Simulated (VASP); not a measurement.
# Al3C2 (R-3m) in VASP: notebook

Al3C2 is run at these levels: PBE; tasks: single point, relaxation of cell and atoms.

Everything below comes from runs of VASP 6.6.1. Logs are shortened: lines on timing, memory, paths and dates and some standing lists are left out, and cuts for length are marked.

## (1) The cell of the first run

It takes space group R-3m (No. 166, trigonal). The conventional cell has a = 3.131 Å, b = 3.131 Å, c = 20.321 Å, α = 90.00°, β = 90.00°, γ = 120.00°. Al (site symmetry -3m) has 6 C at 2.20 Å and 6 Al at 2.80 Å within 2.9 Å. Al (site symmetry 3m) has 3 C at 2.01 Å and 3 Al at 2.80 Å within 2.8 Å. Within 2.7 Å of C (site symmetry 3m) lie 6 Al at 2.01 to 2.20 Å.

The cell was built from a structure type or drawn by symmetry, and may not be a known phase.

## (2) Single point, PBE

Contents of INCAR:

```
PREC = Accurate
ENCUT = 520
EDIFF = 1E-6
ISMEAR = 0
SIGMA = 0.1
LREAL = False
LASPH = True
NELM = 100
ALGO = Normal
ISIF = 2
LWAVE = False
LCHARG = True
GGA = PE
LELF = True
LVHAR = True
NBANDS = 16
```

Contents of KPOINTS:

```
regular mesh
0
Gamma
  6 6 6
```

Contents of POSCAR:

```
Al3C2
1.0
    1.5653232359      0.9037397901      6.7736535391
   -1.5653232359      0.9037397901      6.7736535391
    0.0000000000     -1.8074795847      6.7736535385
Al C
3 2
Direct
    0.0000000000      0.0000000000      0.0000000000
    0.2282915180      0.2282915180      0.2282915180
    0.7717084820      0.7717084820      0.7717084820
    0.3949892641      0.3949892641      0.3949892641
    0.6050107359      0.6050107359      0.6050107359
```

Potentials or basis: VASP PAW PBE potentials, release 64 (Al, C).

On the command line:

```console
$ cat potpaw_PBE.64/Al/POTCAR potpaw_PBE.64/C/POTCAR > POTCAR
$ mpirun -np 1 vasp_std > vasp.out
```

OUTCAR:

```text
PREC = Accurate
   ENCUT = 520
   EDIFF = 1E-6
   ISMEAR = 0
   LREAL = False
   LASPH = True
   NELM = 100
   ISIF = 2
   GGA = PE

 ion  position               nearest neighbor table
   1  0.000  0.000  0.000-   5 2.20   4 2.20   5 2.20   5 2.20   4 2.20   4 2.20   2 2.80   3 2.80
                             2 2.80   3 2.80   2 2.80   3 2.80
   2  0.228  0.228  0.228-   5 2.01   5 2.01   5 2.01   1 2.80   1 2.80   1 2.80   3 3.09   3 3.09
                             3 3.09
   3  0.772  0.772  0.772-   4 2.01   4 2.01   4 2.01   1 2.80   1 2.80   1 2.80   2 3.09   2 3.09
                             2 3.09
   4  0.395  0.395  0.395-   3 2.01   3 2.01   3 2.01   1 2.20   1 2.20   1 2.20
   5  0.605  0.605  0.605-   2 2.01   2 2.01   2 2.01   1 2.20   1 2.20   1 2.20

  LATTYP: Found a trigonal (rhomboedric) cell.
 ALAT       =     7.0106607897
 COS(alpha) =     0.9002942623

  Lattice vectors:

 A1 = (   1.5653232359,   0.9037397901,   6.7736535391)
 A2 = (  -1.5653232359,   0.9037397901,   6.7736535391)
 A3 = (   0.0000000000,  -1.8074795847,   6.7736535385)

Analysis of symmetry for initial positions (statically):
=====================================================================
 Subroutine PRICEL returns:
 Original cell was already a primitive cell.

 Routine SETGRP: Setting up the symmetry group for a
 trigonal (rhombohedral) supercell.

 Subroutine GETGRP returns: Found 12 space group operations
 (whereof 12 operations were pure point group operations)
 out of a pool of 12 trial point group operations.

The static configuration has the point symmetry D_3d.

Analysis of symmetry for dynamics (positions and initial velocities):
=====================================================================
 Subroutine PRICEL returns:
 Original cell was already a primitive cell.

 Routine SETGRP: Setting up the symmetry group for a
 trigonal (rhombohedral) supercell.

 Subroutine GETGRP returns: Found 12 space group operations
 (whereof 12 operations were pure point group operations)
 out of a pool of 12 trial point group operations.

The dynamic configuration has the point symmetry D_3d.

 Subroutine INISYM returns: Found 12 space group operations
 (whereof 12 operations are pure point group operations),
 and found     1 'primitive' translations

----------------------------------------------------------------------------------------

                                     Primitive cell

  volume of cell :      57.4939

  direct lattice vectors                    reciprocal lattice vectors
     1.565323236  0.903739790  6.773653539     0.319422844  0.184418865  0.049210272
    -1.565323236  0.903739790  6.773653539    -0.319422844  0.184418865  0.049210272
     0.000000000 -1.807479585  6.773653538     0.000000000 -0.368837730  0.049210272

  length of vectors
     7.010660790  7.010660790  7.010660790     0.372106063  0.372106063  0.372106063

  position of ions in fractional coordinates (direct lattice)
     0.000000000  0.000000000  0.000000000
     0.228291518  0.228291518  0.228291518
     0.771708482  0.771708482  0.771708482
     0.394989264  0.394989264  0.394989264
     0.605010736  0.605010736  0.605010736

  ion indices of the primitive-cell ions
   primitive index   ion index
                 1           1
                 2           2
                 3           3
                 4           4
                 5           5

----------------------------------------------------------------------------------------

 KPOINTS: regular mesh

Automatic generation of k-mesh.
 Grid dimensions read from file:
 generate k-points for:    6    6    6

 Generating k-lattice:

  Cartesian coordinates                     Fractional coordinates (reciprocal lattice)
     0.053237141  0.030736478  0.008201712     0.166666667  0.000000000 -0.000000000
    -0.053237141  0.030736478  0.008201712     0.000000000  0.166666667 -0.000000000
     0.000000000 -0.061472955  0.008201712     0.000000000  0.000000000  0.166666667

  Length of vectors
     0.062017677  0.062017677  0.062017677

  Shift w.r.t. Gamma in fractional coordinates (k-lattice)
     0.000000000  0.000000000  0.000000000

 Subroutine IBZKPT returns following result:
 ===========================================

 Found     32 irreducible k-points:

 Following reciprocal coordinates:
            Coordinates               Weight
  0.000000  0.000000  0.000000      1.000000
  0.166667  0.000000 -0.000000      6.000000
  0.333333  0.000000 -0.000000      6.000000
  0.500000  0.000000  0.000000      3.000000
  0.166667  0.166667 -0.000000      6.000000
  0.333333  0.166667 -0.000000     12.000000
[... 16 lines left out ...]
  0.500000  0.500000  0.166667      6.000000
 -0.333333  0.500000  0.166667     12.000000
 [... further k-points ...]
   k-points           NKPTS =     32   k-points in BZ     NKDIM =     32   number of bands    NBANDS=     16
   number of dos      NEDOS =    301   number of ions     NIONS =      5
   total plane-waves  NPLWV = 157464
   dimension x,y,z NGX =    54 NGY =   54 NGZ =   54
   dimension x,y,z NGXF=   108 NGYF=  108 NGZF=  108
   ions per type =               3   2
   NGX,Y,Z   is equivalent  to a cutoff of  12.81, 12.81, 12.81 a.u.
   NGXF,Y,Z  is equivalent  to a cutoff of  25.61, 25.61, 25.61 a.u.
 SYSTEM =  unknown system
   PREC   = accura    normal or accurate (medium, high low for compatibility)
   ISTART =      0    job   : 0-new  1-cont  2-samecut
   ICHARG =      2    charge: 1-file 2-atom 10-const
   ISPIN  =      1    spin polarized calculation?
   LNONCOLLINEAR =      F non collinear calculations
   LSORBIT =      F    spin-orbit coupling
   LASPH  =      T    aspherical Exc in radial PAW
   ENCUT  =  520.0 eV  38.22 Ry    6.18 a.u.  13.04 13.04 13.04*2*pi/ulx,y,z
   NELM   =    100;   NELMIN=  2; NELMDL= -5     # of ELM steps
   EDIFF  = 0.1E-05   stopping-criterion for ELM
   LREAL  =      F    real-space projection
   EDIFFG = 0.1E-04   stopping-criterion for IOM
   NSW    =      0    number of steps for IOM
   IBRION =     -1    ionic relax: 0-MD 1-quasi-New 2-CG
   NFREE  =      0    steps in history (QN), initial steepest desc. (CG)
   ISIF   =      2    stress and relaxation
   ISYM   =      2    0-nonsym 1-usesym 2-fastsym
   POTIM  = 0.5000    time-step for ionic-motion
   TEBEG  =    0.0;   TEEND  =   0.0 temperature during run
   PSTRESS=    0.0 pullay stress
   NELECT =      17.0000    total number of electrons
   NUPDOWN=      -1.0000    fix difference up-down
   EMIN   =  10.00;   EMAX   =-10.00  energy-range for DOS
   EFERMI =   0.00;   METHOD = LEGACY
   ISMEAR =     0;   SIGMA  =   0.10  broadening in eV -4-tet -1-fermi 0-gaus
   EFERMI_NEDOS =   21; number of points for ismear=-14 and -15
   IALGO  =     38    algorithm
   IMIX   =      4    mixing-type and parameters
     AMIX     =   0.40;   BMIX     =  1.00
     AMIX_MAG =   1.60;   BMIX_MAG =  1.00
  volume/ion in A,a.u.               =      11.50        77.60
  Fermi-wavevector in a.u.,A,eV,Ry     =   1.090646  2.061023 16.184256  1.189509
  Thomas-Fermi vector in A             =   2.226875
   LORBIT       =      0    0 simple, 1 ext, 2 COOP (PROOUT), +10 PAW based schemes
   GGA     = PE    functional components
   LHFCALC =     F    Hartree Fock is set to
   AEXX    =    0.0000 exact exchange contribution
   IVDW    =     0    specifies the selected vdW correction
   LEPSILON=     F    determine dielectric tensor
   LRPA    =     F    only Hartree local field effects (RPA)
 non-spin polarized calculation
 Gauss-broadening in eV      SIGMA  =   0.10
  energy-cutoff  :      520.00
  volume of cell :       57.49
 maximum number of plane-waves:      1566
 NGX is ok and might be reduce to    54
   NGX = 27   NGY = 27   NGZ = 27

 number of electron      17.0000000 magnetization

 Free energy of the ion-electron system (eV)
  ---------------------------------------------------
  ext. energy  EPLUGINS =         0.00000000
  ---------------------------------------------------
  free energy    TOTEN  =       -28.91774089 eV

  energy without entropy =      -28.90965735  energy(sigma->0) =      -28.91369912

 E-fermi :   7.8900     XC(G=0): -10.9299

 val. band max:        7.8549039181   @ k =  -0.3333   0.3333   0.0000
 cond. band min:       7.9531151550   @ k =  -0.1667   0.5000   0.1667
 fundamental gap:      0.0982112369
 Fermi energy:         7.8899759053

 k-point     1 :       0.0000    0.0000    0.0000
  band No.  band energies     occupation
      1      -6.2335      2.00000
      2      -4.3598      2.00000
      3      -0.0012      2.00000
      4       5.9286      2.00000
      5       6.3958      2.00000
      6       7.5386      2.00000
[... 8 lines left out ...]
     15      16.0809      0.00000
     16      16.0809      0.00000

 k-point     2 :       0.1667    0.0000   -0.0000
  band No.  band energies     occupation
      1      -5.7600      2.00000
      2      -3.9565      2.00000
      3       0.5453      2.00000
      4       5.2110      2.00000
      5       5.8958      2.00000
      6       6.2492      2.00000
[... 8 lines left out ...]
     15      16.1673      0.00000
     16      16.9319      0.00000

 k-point     3 :       0.3333    0.0000   -0.0000
  band No.  band energies     occupation
      1      -4.4141      2.00000
      2      -2.8832      2.00000
      3       1.9023      2.00000
      4       2.2485      2.00000
      5       3.3062      2.00000
      6       6.0284      2.00000
[... 8 lines left out ...]
     15      16.3360      0.00000
     16      17.5205      0.00000

 k-point     4 :       0.5000    0.0000    0.0000
  band No.  band energies     occupation
      1      -2.9716      2.00000
      2      -2.2925      2.00000
      3       0.4288      2.00000
      4       1.3556      2.00000
      5       4.1986      2.00000
      6       5.4727      2.00000
[... 8 lines left out ...]
     15      15.4541      0.00000
     16      17.0442      0.00000

 k-point     5 :       0.1667    0.1667   -0.0000
  band No.  band energies     occupation
      1      -5.7490      2.00000
      2      -3.9879      2.00000
      3       0.6337      2.00000
      4       5.1730      2.00000
      5       5.5012      2.00000
      6       6.3378      2.00000
[... 8 lines left out ...]
     15      16.3150      0.00000
     16      16.8064      0.00000

 k-point     6 :       0.3333    0.1667   -0.0000
  band No.  band energies     occupation
      1      -4.8264      2.00000
      2      -3.2550      2.00000
      3       1.7404      2.00000
      4       3.5090      2.00000
      5       3.9457      2.00000
      6       5.4880      2.00000
[... 8 lines left out ...]
     15      15.8256      0.00000
     16      17.0562      0.00000
[... 267 lines left out ...]
 k-point    21 :      -0.3333    0.3333    0.1667
  band No.  band energies     occupation
      1      -3.1818      2.00000
      2      -2.3075      2.00000
      3       1.1008      2.00000
      4       2.0926      2.00000
      5       3.9423      2.00000
      6       4.5062      2.00000
[... 8 lines left out ...]
     15      16.0631      0.00000
     16      16.5945      0.00000

 k-point    22 :      -0.1667    0.3333    0.1667
  band No.  band energies     occupation
      1      -3.2579      2.00000
      2      -2.1881      2.00000
      3       1.3398      2.00000
      4       1.9412      2.00000
      5       3.4015      2.00000
      6       4.1377      2.00000
[... 8 lines left out ...]
     15      16.2397      0.00000
     16      17.5779      0.00000

 k-point    23 :       0.5000    0.5000    0.1667
  band No.  band energies     occupation
      1      -4.3154      2.00000
      2      -3.0983      2.00000
      3       1.9658      2.00000
      4       2.8921      2.00000
      5       3.4547      2.00000
      6       4.8935      2.00000
[... 8 lines left out ...]
     15      16.6271      0.00000
     16      17.6536      0.00000

 k-point    24 :      -0.3333    0.5000    0.1667
  band No.  band energies     occupation
      1      -3.1653      2.00000
      2      -2.3349      2.00000
      3       1.1741      2.00000
      4       2.0060      2.00000
      5       3.8098      2.00000
      6       4.6570      2.00000
[... 8 lines left out ...]
     15      16.7527      0.00000
     16      17.5133      0.00000

 [... further k-points ...]

------------------------ aborting loop because EDIFF is reached ----------------------------------------

  FORCE on cell =-STRESS in cart. coord.  units (eV):
  Direction    XX          YY          ZZ          XY          YZ          ZX
  --------------------------------------------------------------------------------------
  -------------------------------------------------------------------------------------
  Total       -0.0308050     -0.0308050     -0.0548226      0.0000000      0.0000000     -0.0000000
  in kB       -0.8584405     -0.8584405     -1.5277376      0.0000000      0.0000000     -0.0000000
  external PRESSURE =      -1.0815395 kB  Pullay stress =       0.0000000 kB

 VOLUME and BASIS-vectors are now :
 -----------------------------------------------------------------------------
  energy-cutoff  :      520.00
  volume of cell :       57.49
      direct lattice vectors                 reciprocal lattice vectors
     1.565323236  0.903739790  6.773653539     0.319422844  0.184418865  0.049210272
    -1.565323236  0.903739790  6.773653539    -0.319422844  0.184418865  0.049210272
     0.000000000 -1.807479585  6.773653538     0.000000000 -0.368837730  0.049210272

 POSITION                                       TOTAL-FORCE (eV/Angst)
 -----------------------------------------------------------------------------------
      0.00000      0.00000      0.00000        -0.000000     -0.000000      0.000000
      0.00000     -0.00000      4.63910         0.000000     -0.000000      0.009564
      0.00000     -0.00000     15.68186         0.000000      0.000000     -0.009564
      0.00000     -0.00000      8.02656         0.000000     -0.000000      0.009970
      0.00000     -0.00000     12.29440         0.000000      0.000000     -0.009970
 -----------------------------------------------------------------------------------
    total drift:                                0.000000     -0.000000      0.000000

  FREE ENERGIE OF THE ION-ELECTRON SYSTEM (eV)
  ---------------------------------------------------
  free  energy   TOTEN  =       -28.9177408904 eV

  energy  without entropy=      -28.9096573502  energy(sigma->0) =      -28.91369912
```

It took 82 s on 1 thread of Intel Xeon 6975P-C (Granite Rapids), shared host; peak memory 0.35 GiB.

What came out:

| Item | Value |
| --- | --- |
| Free energy | -28.9177 eV |
| Pressure | -0.1 GPa |
| Largest force | 0.010 eV/Å |
| Band gap on the k mesh | zero (an odd number of electrons rules out a gap without spin polarisation) |

Forces on the atoms (eV/Å):
```
Al   0.000  0.000  0.000
Al   0.000  0.000  0.010
Al   0.000  0.000 -0.010
C    0.000  0.000  0.010
C    0.000  0.000 -0.010
```

Caveat: the k points lie up to 0.39 Å⁻¹ apart, too coarse for converged energies and pressures of a metal.

## (3) Single point, PBE

This run uses another cell than the first one, of 14.01 Å³/atom.

Contents of INCAR:

```
PREC = Accurate
ENCUT = 520
EDIFF = 1E-7
ISMEAR = 0
SIGMA = 0.1
LREAL = F
LASPH = T
NELM = 80
ALGO = Normal
ISIF = 2
LWAVE = F
LCHARG = T
GGA = PE
LELF = T
LVHAR = T
NBANDS = 16
```

Contents of KPOINTS:

```
Automatic mesh
0
Gamma
  6 6 6
```

Contents of POSCAR:

```
Al3C2
1.0
    1.6370392000      0.9451450200      7.5433667100
   -1.6370392000      0.9451450200      7.5433667100
    0.0000000000     -1.8902900500      7.5433667100
Al C
3 2
Direct
    0.0000000000      0.0000000000      0.0000000000
    0.2117000100      0.2117000100      0.2117000100
    0.7882999900      0.7882999900      0.7882999900
    0.4007999900      0.4007999900      0.4007999900
    0.5992000100      0.5992000100      0.5992000100
```

Potentials or basis: VASP PAW PBE potentials, release 64 (Al, C).

On the command line:

```console
$ cat potpaw_PBE.64/Al/POTCAR potpaw_PBE.64/C/POTCAR > POTCAR
$ mpirun -np 1 vasp_std > vasp.out
```

Run time: 1.8 min. Hardware: 1 thread of Intel Xeon 6975P-C (Granite Rapids), shared host; peak memory 0.43 GiB.

The run converged. Its results:

- Free energy: -26.4943 eV
- Pressure: -22.9 GPa
- Largest force: 3.156 eV/Å
- Band gap on the k mesh: zero (an odd number of electrons rules out a gap without spin polarisation)

Forces on the atoms (eV/Å):
```
Al   0.000  0.000  0.000
Al   0.000  0.000  3.156
Al   0.000  0.000 -3.156
C    0.000  0.000 -0.212
C    0.000  0.000  0.212
```

Stress tensor (GPa, compression positive):
```
-20.92   0.00   0.00
  0.00 -20.92   0.00
  0.00   0.00 -26.87
```

Levels at points of the mesh, in eV from the Fermi level:
```
           k point  band 5  band 6  band 7  band 8  band 9  band 10  band 11  band 12  band 13  band 14
(0.00, 0.00, 0.00)   -2.56    0.68    0.68    0.79    0.79     4.97     5.11     7.08     7.08     7.09
(0.50, 0.00, 0.00)   -3.83   -3.13   -1.07   -0.86   -0.49     0.13     2.80     4.02     5.21     5.41
(0.50, 0.50, 0.00)   -3.27   -2.99   -1.63   -0.99   -0.30     0.40     2.29     4.34     4.56     4.71
(0.50, 0.50, 0.50)    0.27    0.61    0.61    0.86    0.86     2.99     5.49     6.85     6.85     7.63
```

Caveat: the k points lie up to 0.37 Å⁻¹ apart, too coarse for converged energies and pressures of a metal; forces of over 1 eV/Å act on the atoms, so gaps and moduli don't describe the material at rest.

(Part 1 of 2 ends here.)
